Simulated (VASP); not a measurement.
# K (Im-3m) in VASP: notebook

Runs on K. Level: PBEsol. Tasks: electric field gradients.

All numbers are computed with VASP 6.6.1; they aren't measurements. Logs are shortened: lines on timing, memory, paths and dates and some standing lists are left out, and cuts for length are marked.

**1. The cell of the first run**

It takes space group Im-3m (No. 229, cubic). Conventional cell: a = 5.305 Å, b = 5.305 Å, c = 5.305 Å, α = 90.00°, β = 90.00°, γ = 90.00°.

**2. Electric field gradients, PBEsol (74.65 Å³/atom)**

File INCAR:

```
SYSTEM = K
  PREC = Accurate
  ENCUT = 520
  EDIFF = 1E-8
  ISMEAR = -1
  SIGMA = 0.08
  LREAL = .False.
  LASPH = .True.
  NELM = 100
  ALGO = Normal
  ISIF = 2
  LWAVE = .False.
  LCHARG = .False.
  GGA = PS
  LEFG = .True.
  NBANDS = 10
```

File KPOINTS:

```
Automatic mesh
0
Gamma
  10 10 10
  0 0 0
```

File POSCAR:

```
K
1.0
   -2.6524513192      2.6524513192      2.6524513192
    2.6524513192     -2.6524513192      2.6524513192
    2.6524513192      2.6524513192     -2.6524513192
K
1
Direct
    0.0000000000      0.0000000000      0.0000000000
```

Potentials or basis: VASP PAW PBE potentials, release 64 (K_sv).

Command:

```console
cat potpaw_PBE.64/K_sv/POTCAR > POTCAR
mpirun -np 1 vasp_std > vasp.out
```

OUTCAR:

```text
SYSTEM = K
   PREC = Accurate
   ENCUT = 520
   EDIFF = 1E-8
   ISMEAR = -1
   LREAL = .False.
   LASPH = .True.
   NELM = 100
   ISIF = 2
   GGA = PS

 ion  position               nearest neighbor table
   1  0.000  0.000  0.000-

  LATTYP: Found a body centered cubic cell.
 ALAT       =     5.3049026384

  Lattice vectors:

 A1 = (  -2.6524513192,   2.6524513192,   2.6524513192)
 A2 = (   2.6524513192,  -2.6524513192,   2.6524513192)
 A3 = (   2.6524513192,   2.6524513192,  -2.6524513192)

Analysis of symmetry for initial positions (statically):
=====================================================================
 Subroutine PRICEL returns:
 Original cell was already a primitive cell.

 Routine SETGRP: Setting up the symmetry group for a
 body centered cubic supercell.

 Subroutine GETGRP returns: Found 48 space group operations
 (whereof 48 operations were pure point group operations)
 out of a pool of 48 trial point group operations.

The static configuration has the point symmetry O_h .

Analysis of symmetry for dynamics (positions and initial velocities):
=====================================================================
 Subroutine PRICEL returns:
 Original cell was already a primitive cell.

 Routine SETGRP: Setting up the symmetry group for a
 body centered cubic supercell.

 Subroutine GETGRP returns: Found 48 space group operations
 (whereof 48 operations were pure point group operations)
 out of a pool of 48 trial point group operations.

The dynamic configuration has the point symmetry O_h .

 Subroutine INISYM returns: Found 48 space group operations
 (whereof 48 operations are pure point group operations),
 and found     1 'primitive' translations

----------------------------------------------------------------------------------------

                                     Primitive cell

  volume of cell :      74.6453

  direct lattice vectors                    reciprocal lattice vectors
    -2.652451319  2.652451319  2.652451319     0.000000000  0.188504873  0.188504873
     2.652451319 -2.652451319  2.652451319     0.188504873  0.000000000  0.188504873
     2.652451319  2.652451319 -2.652451319     0.188504873  0.188504873  0.000000000

  length of vectors
[... 115 lines left out ...]
 NGX is ok and might be reduce to    36
   NGX = 17   NGY = 17   NGZ = 17

 number of electron       9.0000001 magnetization

 Free energy of the ion-electron system (eV)
  ---------------------------------------------------
  ext. energy  EPLUGINS =         0.00000000
  ---------------------------------------------------
  free energy    TOTEN  =        -1.13823590 eV

  energy without entropy =       -1.11988890  energy(sigma->0) =       -1.12906240

 E-fermi :  -0.1997     XC(G=0):  -5.6597

 val. band max:       -0.2088364562   @ k =   0.3000   0.2000   0.0000
 cond. band min:      -0.1140561997   @ k =  -0.4000   0.4000   0.2000
 fundamental gap:      0.0947802565
 Fermi energy:        -0.1996863426

 k-point     1 :       0.0000    0.0000    0.0000
  band No.  band energies     occupation
      1     -32.2012      2.00000
      2     -15.7120      2.00000
      3     -15.7120      2.00000
      4     -15.7120      2.00000
      5      -2.3351      2.00000
      6       4.0834      0.00000
      7       4.0834      0.00000
      8       4.0834      0.00000
      9       4.9943      0.00000
     10       4.9943      0.00000
[... 287 lines left out ...]
 k-point    24 :      -0.3000    0.3000    0.1000
  band No.  band energies     occupation
      1     -32.1984      2.00000
      2     -15.7539      2.00000
      3     -15.7287      2.00000
      4     -15.7168      2.00000
      5      -1.1634      1.99999
      6       2.3130      0.00000
      7       3.2642      0.00000
      8       4.1446      0.00000
      9       4.9401      0.00000
     10       5.3655      0.00000

 [... further k-points ...]
[... 5 lines left out ...]
  --------------------------------------------------------------------------------------
  -------------------------------------------------------------------------------------
  Total       -0.0805876     -0.0805876     -0.0805876     -0.0000000      0.0000000     -0.0000000
  in kB       -1.7297222     -1.7297222     -1.7297222     -0.0000000      0.0000000     -0.0000000
  external PRESSURE =      -1.7297222 kB  Pullay stress =       0.0000000 kB

 VOLUME and BASIS-vectors are now :
 -----------------------------------------------------------------------------
  energy-cutoff  :      520.00
  volume of cell :       74.65
      direct lattice vectors                 reciprocal lattice vectors
    -2.652451319  2.652451319  2.652451319     0.000000000  0.188504873  0.188504873
     2.652451319 -2.652451319  2.652451319     0.188504873  0.000000000  0.188504873
     2.652451319  2.652451319 -2.652451319     0.188504873  0.188504873  0.000000000

 POSITION                                       TOTAL-FORCE (eV/Angst)
 -----------------------------------------------------------------------------------
      0.00000      0.00000      0.00000        -0.000000      0.000000      0.000000
 -----------------------------------------------------------------------------------
    total drift:                               -0.000000      0.000000      0.000000

  FREE ENERGIE OF THE ION-ELECTRON SYSTEM (eV)
  ---------------------------------------------------
  free  energy   TOTEN  =        -1.1382359049 eV

  energy  without entropy=       -1.1198889038  energy(sigma->0) =       -1.12906240

 Electric field gradients (V/A^2)
---------------------------------------------------------------------
 ion       V_xx      V_yy      V_zz      V_xy      V_xz      V_yz
---------------------------------------------------------------------
   1      -0.000     0.000     0.000     0.000     0.000     0.000
---------------------------------------------------------------------

 Electric field gradients after diagonalization (V/A^2)
 (convention: |V_zz| > |V_xx| > |V_yy|)
----------------------------------------------------------------------
 ion       V_xx      V_yy      V_zz     asymmetry (V_yy - V_xx)/ V_zz
----------------------------------------------------------------------
   1      -0.000    -0.000     0.001       0.000
----------------------------------------------------------------------

           NMR quadrupolar parameters

 Cq : quadrupolar parameter    Cq=e*Q*V_zz/h
 eta: asymmetry parameters     (V_yy - V_xx)/ V_zz
 Q  : nuclear electric quadrupole moment in mb (millibarn)
----------------------------------------------------------------------
 ion       Cq(MHz)       eta       Q (mb)
----------------------------------------------------------------------
   1       0.000       0.000       1.000
----------------------------------------------------------------------
```

OSZICAR:

```text
N       E                     dE             d eps       ncg     rms          rms(c)
DAV:   1     0.440826132808E+02    0.44083E+02   -0.35576E+03   940   0.688E+02
DAV:   2     0.353606018056E+00   -0.43729E+02   -0.43208E+02  1008   0.189E+02
DAV:   3    -0.110600225646E+01   -0.14596E+01   -0.14553E+01  1490   0.270E+01
DAV:   4    -0.113935222842E+01   -0.33350E-01   -0.33333E-01  1304   0.377E+00
DAV:   5    -0.114018395058E+01   -0.83172E-03   -0.83163E-03  1444   0.385E-01    0.190E+00
DAV:   6    -0.113855130139E+01    0.16326E-02   -0.32665E-03  1412   0.385E-01    0.123E+00
DAV:   7    -0.113820503665E+01    0.34626E-03   -0.57922E-03  1404   0.475E-01    0.853E-02
DAV:   8    -0.113822109735E+01   -0.16061E-04   -0.38030E-04  1282   0.217E-01    0.265E-02
DAV:   9    -0.113823711279E+01   -0.16015E-04   -0.19848E-05  1216   0.374E-02    0.134E-02
DAV:  10    -0.113823617779E+01    0.93500E-06   -0.39038E-06  1372   0.155E-02    0.255E-03
DAV:  11    -0.113823589715E+01    0.28064E-06   -0.84466E-08  1112   0.286E-03    0.744E-05
DAV:  12    -0.113823590488E+01   -0.77250E-08   -0.29942E-09  1000   0.302E-04
   1 F= -.11382359E+01 E0= -.11290624E+01  d E =-.183470E-01
```

stdout:

```text
POSCAR found type information on POSCAR K
 POSCAR found :  1 types and       1 ions
 scaLAPACK will be used
 -----------------------------------------------------------------------------
|                                                                             |
|                                                                             |
|     You enforced a specific xc type in the INCAR file but a different       |
|     I HOPE YOU KNOW WHAT YOU ARE DOING!                                     |
|                                                                             |
 -----------------------------------------------------------------------------

 LDA part: xc-table for (Slater+PW92), standard interpolation
 POSCAR, INCAR and KPOINTS ok, starting setup
 FFT: planning ... GRIDC
 FFT: planning ... GRID_SOFT
 FFT: planning ... GRID
 WAVECAR not read
 entering main loop
ion   1
```

It took 13 s on 1 thread of Intel Xeon 6975P-C (Granite Rapids), shared host; peak memory 0.2 GiB.

Results:

* Free energy: -1.1382 eV
* Pressure: -0.2 GPa
* Band gap on the k mesh: zero (an odd number of electrons rules out a gap without spin polarisation)
* Largest electric field gradient by atom: zero within the noise of the run

Levels at points of the mesh, in eV from the Fermi level:
```tsv
k point	band 2	band 3	band 4	band 5	band 6	band 7	band 8	band 9
(0.00, 0.00, 0.00)	-15.51	-15.51	-15.51	-2.14	4.28	4.28	4.28	5.19
(0.50, 0.00, 0.00)	-15.58	-15.53	-15.51	0.45	0.68	3.16	4.84	5.72
(0.50, 0.50, 0.50)	-15.56	-15.56	-15.56	1.68	1.68	3.43	3.43	3.43
```

Caveat: the PAW data sets were made with another functional, which shifts forces and pressure a little.

**3. Electric field gradients, PBEsol (76.08 Å³/atom)**

This run uses another cell than the first one, of 76.08 Å³/atom.

File INCAR:

```
PREC = Accurate ; ENCUT = 520
EDIFF = 1E-8 ; ISMEAR = -1
SIGMA = 0.08 ; LREAL = F
LASPH = T ; NELM = 60
ALGO = Normal ; ISIF = 2
LWAVE = F ; LCHARG = F
GGA = PS ; LEFG = T
NBANDS = 10
```

File KPOINTS:

```
regular mesh
0
Gamma
  10 10 10
```

File POSCAR:

```
K
1.0
   -2.6693463691      2.6693463691      2.6693463691
    2.6693463691     -2.6693463691      2.6693463691
    2.6693463691      2.6693463691     -2.6693463691
K
1
Direct
    0.0000000000      0.0000000000      0.0000000000
```

Potentials or basis: VASP PAW PBE potentials, release 64 (K_sv).

Command:

```console
cat potpaw_PBE.64/K_sv/POTCAR > POTCAR
mpirun -np 1 vasp_std > vasp.out
```

OUTCAR:

```text
PREC = Accurate
   ENCUT = 520
   EDIFF = 1E-8
   ISMEAR = -1
   LREAL = F
   LASPH = T
   NELM = 60
   ISIF = 2
   GGA = PS

 ion  position               nearest neighbor table
   1  0.000  0.000  0.000-

  LATTYP: Found a body centered cubic cell.
 ALAT       =     5.3386927382

  Lattice vectors:

 A1 = (  -2.6693463691,   2.6693463691,   2.6693463691)
 A2 = (   2.6693463691,  -2.6693463691,   2.6693463691)
 A3 = (   2.6693463691,   2.6693463691,  -2.6693463691)

Analysis of symmetry for initial positions (statically):
=====================================================================
 Subroutine PRICEL returns:
 Original cell was already a primitive cell.

 Routine SETGRP: Setting up the symmetry group for a
 body centered cubic supercell.

 Subroutine GETGRP returns: Found 48 space group operations
 (whereof 48 operations were pure point group operations)
 out of a pool of 48 trial point group operations.

The static configuration has the point symmetry O_h .

Analysis of symmetry for dynamics (positions and initial velocities):
=====================================================================
 Subroutine PRICEL returns:
 Original cell was already a primitive cell.

 Routine SETGRP: Setting up the symmetry group for a
 body centered cubic supercell.

 Subroutine GETGRP returns: Found 48 space group operations
 (whereof 48 operations were pure point group operations)
 out of a pool of 48 trial point group operations.

The dynamic configuration has the point symmetry O_h .

 Subroutine INISYM returns: Found 48 space group operations
 (whereof 48 operations are pure point group operations),
 and found     1 'primitive' translations

----------------------------------------------------------------------------------------

                                     Primitive cell

  volume of cell :      76.0807

  direct lattice vectors                    reciprocal lattice vectors
    -2.669346369  2.669346369  2.669346369     0.000000000  0.187311773  0.187311773
     2.669346369 -2.669346369  2.669346369     0.187311773  0.000000000  0.187311773
     2.669346369  2.669346369 -2.669346369     0.187311773  0.187311773  0.000000000

  length of vectors
     4.623443534  4.623443534  4.623443534     0.264898849  0.264898849  0.264898849

  position of ions in fractional coordinates (direct lattice)
     0.000000000  0.000000000  0.000000000

  ion indices of the primitive-cell ions
   primitive index   ion index
                 1           1

----------------------------------------------------------------------------------------

 KPOINTS: regular mesh

Automatic generation of k-mesh.
 Grid dimensions read from file:
 generate k-points for:   10   10   10

 Generating k-lattice:

  Cartesian coordinates                     Fractional coordinates (reciprocal lattice)
[... 63 lines left out ...]
   NSW    =      0    number of steps for IOM
   IBRION =     -1    ionic relax: 0-MD 1-quasi-New 2-CG
   NFREE  =      0    steps in history (QN), initial steepest desc. (CG)
   ISIF   =      2    stress and relaxation
   ISYM   =      2    0-nonsym 1-usesym 2-fastsym
   POTIM  = 0.5000    time-step for ionic-motion
   TEBEG  =    0.0;   TEEND  =   0.0 temperature during run
   PSTRESS=    0.0 pullay stress
   NELECT =       9.0000    total number of electrons
   NUPDOWN=      -1.0000    fix difference up-down
   EMIN   =  10.00;   EMAX   =-10.00  energy-range for DOS
   EFERMI =   0.00;   METHOD = LEGACY
   ISMEAR =    -1;   SIGMA  =   0.08  broadening in eV -4-tet -1-fermi 0-gaus
   EFERMI_NEDOS =   21; number of points for ismear=-14 and -15
   IALGO  =     38    algorithm
   IMIX   =      4    mixing-type and parameters
     AMIX     =   0.40;   BMIX     =  1.00
     AMIX_MAG =   1.60;   BMIX_MAG =  1.00
  volume/ion in A,a.u.               =      76.08       513.42
  Fermi-wavevector in a.u.,A,eV,Ry     =   0.803645  1.518668  8.787252  0.645845
  Thomas-Fermi vector in A             =   1.911551
   LORBIT       =      0    0 simple, 1 ext, 2 COOP (PROOUT), +10 PAW based schemes
   GGA     = PS    functional components
   LHFCALC =     F    Hartree Fock is set to
   AEXX    =    0.0000 exact exchange contribution
   IVDW    =     0    specifies the selected vdW correction
   LEPSILON=     F    determine dielectric tensor
   LRPA    =     F    only Hartree local field effects (RPA)
 non-spin polarized calculation
  energy-cutoff  :      520.00
  volume of cell :       76.08
 maximum number of plane-waves:      2093
 NGX is ok and might be reduce to    36
   NGX = 17   NGY = 17   NGZ = 17

 number of electron       9.0000001 magnetization

 Free energy of the ion-electron system (eV)
  ---------------------------------------------------
  ext. energy  EPLUGINS =         0.00000000
  ---------------------------------------------------
  free energy    TOTEN  =        -1.13653474 eV

  energy without entropy =       -1.11806862  energy(sigma->0) =       -1.12730168

 E-fermi :  -0.2386     XC(G=0):  -5.6129

 val. band max:       -0.2479816617   @ k =   0.3000   0.2000   0.0000
 cond. band min:      -0.1536110597   @ k =  -0.4000   0.4000   0.2000
 fundamental gap:      0.0943706021
 Fermi energy:        -0.2386387964

 k-point     1 :       0.0000    0.0000    0.0000
  band No.  band energies     occupation
      1     -32.2536      2.00000
      2     -15.7655      2.00000
      3     -15.7655      2.00000
      4     -15.7655      2.00000
      5      -2.3475      2.00000
      6       4.0251      0.00000
      7       4.0251      0.00000
      8       4.0251      0.00000
      9       4.9242      0.00000
     10       4.9242      0.00000
[... 287 lines left out ...]
 k-point    24 :      -0.3000    0.3000    0.1000
  band No.  band energies     occupation
      1     -32.2510      2.00000
      2     -15.8046      2.00000
      3     -15.7811      2.00000
      4     -15.7700      2.00000
      5      -1.1920      1.99999
      6       2.2616      0.00000
      7       3.2109      0.00000
      8       4.0775      0.00000
      9       4.8627      0.00000
     10       5.2876      0.00000

 [... further k-points ...]
[... 5 lines left out ...]
  --------------------------------------------------------------------------------------
  -------------------------------------------------------------------------------------
  Total       -0.1088926     -0.1088926     -0.1088926      0.0000000      0.0000000     -0.0000000
  in kB       -2.2931585     -2.2931585     -2.2931585      0.0000000      0.0000000     -0.0000000
  external PRESSURE =      -2.2931585 kB  Pullay stress =       0.0000000 kB

 VOLUME and BASIS-vectors are now :
 -----------------------------------------------------------------------------
  energy-cutoff  :      520.00
  volume of cell :       76.08
      direct lattice vectors                 reciprocal lattice vectors
    -2.669346369  2.669346369  2.669346369     0.000000000  0.187311773  0.187311773
     2.669346369 -2.669346369  2.669346369     0.187311773  0.000000000  0.187311773
     2.669346369  2.669346369 -2.669346369     0.187311773  0.187311773  0.000000000

 POSITION                                       TOTAL-FORCE (eV/Angst)
 -----------------------------------------------------------------------------------
      0.00000      0.00000      0.00000        -0.000000     -0.000000     -0.000000
 -----------------------------------------------------------------------------------
    total drift:                               -0.000000      0.000000      0.000000

  FREE ENERGIE OF THE ION-ELECTRON SYSTEM (eV)
  ---------------------------------------------------
  free  energy   TOTEN  =        -1.1365347372 eV

  energy  without entropy=       -1.1180686157  energy(sigma->0) =       -1.12730168

 Electric field gradients (V/A^2)
---------------------------------------------------------------------
 ion       V_xx      V_yy      V_zz      V_xy      V_xz      V_yz
---------------------------------------------------------------------
   1      -0.000    -0.000    -0.000     0.000     0.000     0.000
---------------------------------------------------------------------

 Electric field gradients after diagonalization (V/A^2)
 (convention: |V_zz| > |V_xx| > |V_yy|)
----------------------------------------------------------------------
 ion       V_xx      V_yy      V_zz     asymmetry (V_yy - V_xx)/ V_zz
----------------------------------------------------------------------
   1      -0.000    -0.000     0.001       0.000
----------------------------------------------------------------------

           NMR quadrupolar parameters

 Cq : quadrupolar parameter    Cq=e*Q*V_zz/h
 eta: asymmetry parameters     (V_yy - V_xx)/ V_zz
 Q  : nuclear electric quadrupole moment in mb (millibarn)
----------------------------------------------------------------------
 ion       Cq(MHz)       eta       Q (mb)
----------------------------------------------------------------------
   1       0.000       0.000       1.000
----------------------------------------------------------------------
```

stdout:

```text
POSCAR found type information on POSCAR K
 POSCAR found :  1 types and       1 ions
 scaLAPACK will be used
 -----------------------------------------------------------------------------
|                                                                             |
|                                                                             |
|     You enforced a specific xc type in the INCAR file but a different       |
|     I HOPE YOU KNOW WHAT YOU ARE DOING!                                     |
|                                                                             |
 -----------------------------------------------------------------------------

 LDA part: xc-table for (Slater+PW92), standard interpolation
 POSCAR, INCAR and KPOINTS ok, starting setup
 FFT: planning ... GRIDC
 FFT: planning ... GRID_SOFT
 FFT: planning ... GRID
 WAVECAR not read
 entering main loop
ion   1
```

It took 13 s on 1 thread of Intel Xeon 6975P-C (Granite Rapids), shared host; peak memory 0.21 GiB.

Results:

* Free energy: -1.1365 eV
* Pressure: -0.2 GPa
* Band gap on the k mesh: zero (an odd number of electrons rules out a gap without spin polarisation)
* Largest electric field gradient by atom: zero within the noise of the run

Caveat: the PAW data sets were made with another functional, which shifts forces and pressure a little.

(Continued in part 2 of 3.)
